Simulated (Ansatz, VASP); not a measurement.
## One calculation of Ag, two programs

```
Ag
1.0
     1.47305    0.85046    7.20465
    -1.47305    0.85046    7.20465
     0.00000   -1.70093    7.20465
Ag
3
Direct
  0.95332 0.95332 0.16332
  0.82440 0.82440 0.61440
  0.22228 0.22228 0.22228
```

Change from the starting cell: shortest bond scaled by 0.58, norm-conserving files.

Alike in both runs: task single point; functional PBE; k mesh 12 × 12 × 12; occupations fermi-dirac, width 0.05 eV; no spin polarisation.

```csv
,VASP,Ansatz
version,VASP 6.6.1,Ansatz 0.2.0
potentials or method,"VASP PAW PBE potentials, release 64 (Ag)","norm-conserving pseudopotentials, scalar-relativistic"
plane-wave cutoff (eV),520,960
valence electrons in the cell,33,57
```

VASP gave:

```
pressure (GPa)                                                : 68.7
traceless stress, the component that is largest in VASP (GPa) : -78.93
rms of the force components (eV/Å)                            : 17.615
```

Problem. What did Ansatz give for the same quantities?

Solution. Pressure (GPa): 99.9; traceless stress, the component that is largest in VASP (GPa): -123.29; rms of the force components (eV/Å): 26.447.

Atom by atom the forces differ by 8.846 eV/Å (rms over components). The pressures are high and differ by over a tenth, so treat them with care. VASP's potentials hold 33 valence electrons a cell and Ansatz's 57, so a difference there can come from the potentials and not from the codes.

Noted on VASP's run: the cell as given lies far from equilibrium.
